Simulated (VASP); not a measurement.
Wanted: the native input for a VASP 6.6.1 run.

* Task: single point
* Functional: PBE
* Potentials or basis: VASP PAW PBE potentials, release 64 (Mo_sv)
* Cutoff: 520 eV
* k mesh: 13 × 13 × 13
* Occupations: methfessel-paxton, width 0.1 eV
* Spin: no spin polarisation
* Dipole correction: no
* Further INCAR settings: ALGO = Normal; EDIFF = 1e-06; NBANDS = 13

The structure of Mo lies in POSCAR:

```
Mo
1.0
   -1.5734150000      1.5734150000      1.5734150000
    1.5734150000     -1.5734150000      1.5734150000
    1.5734150000      1.5734150000     -1.5734150000
Mo
1
Direct
    0.0000000000      0.0000000000      0.0000000000
```

One way to write it, as run:

INCAR

```
ALGO = Normal
EDIFF = 1E-6
ENCUT = 520
GGA = PE
ISIF = 2
ISMEAR = 1
LASPH = T
LCHARG = F
LREAL = F
LWAVE = F
NBANDS = 13
NELM = 60
PREC = Accurate
SIGMA = 0.1
```

KPOINTS

```
k-points
0
Gamma
  13 13 13
```

Potentials or basis: VASP PAW PBE potentials, release 64 (Mo_sv).

Launch:

```console
$ cat potpaw_PBE.64/Mo_sv/POTCAR > POTCAR
$ mpirun -np 1 vasp_std > vasp.out
```

It gave:

| Property | Result |
| --- | --- |
| Pressure | 3.6 GPa |
| Band gap on the k mesh | zero (band 7 reaches 16.27 eV, above the bottom of band 8 at 11.28 eV) |

Wall time 16 s on 1 thread of Intel Xeon 8259CL, on a shared host, peak memory 0.13 GiB.
